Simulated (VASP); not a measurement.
Here is a VASP 6.6.1 calculation.

The input INCAR:

```
SYSTEM = TaN
  PREC = Accurate
  ENCUT = 520
  EDIFF = 1E-7
  ISMEAR = 0
  SIGMA = 0.1
  LREAL = .FALSE.
  LASPH = .TRUE.
  NELM = 60
  ALGO = Normal
  ISIF = 2
  LWAVE = .FALSE.
  LCHARG = .FALSE.
  GGA = PE
  NBANDS = 24
```

File KPOINTS:

```
regular mesh
0
G
  18 18 8
  0 0 0
```

File POSCAR:

```
TaN
1.0
    2.8197710149      0.0000000000      0.0000000000
   -1.4098855075      2.4419933317      0.0000000000
    0.0000000000      0.0000000000      5.7607055400
Ta N
2 2
Direct
    0.0000000000      0.0000000000      0.0000000000
    0.0000000000      0.0000000000      0.5000000000
    0.3333333333      0.6666666667      0.2500000000
    0.6666666667      0.3333333333      0.7500000000
```

Potentials or basis: VASP PAW PBE potentials, release 64 (Ta_pv, N).

The run is started by

```sh
$ cat potpaw_PBE.64/Ta_pv/POTCAR potpaw_PBE.64/N/POTCAR > POTCAR
$ mpirun -np 1 vasp_std > vasp.out
```

Q: Predict the pressure.

A: 38.8 GPa.

Q: What does it give for the band gap on the k mesh?

A: Zero (band 16 reaches 9.74 eV, above the bottom of band 17 at 8.60 eV).

Stress tensor (GPa, compression positive):
```
38.77  0.00  0.00
 0.00 38.77  0.00
 0.00  0.00 38.92
```

Caveat: spin-orbit coupling is left out, which moves the levels of the heavy elements.
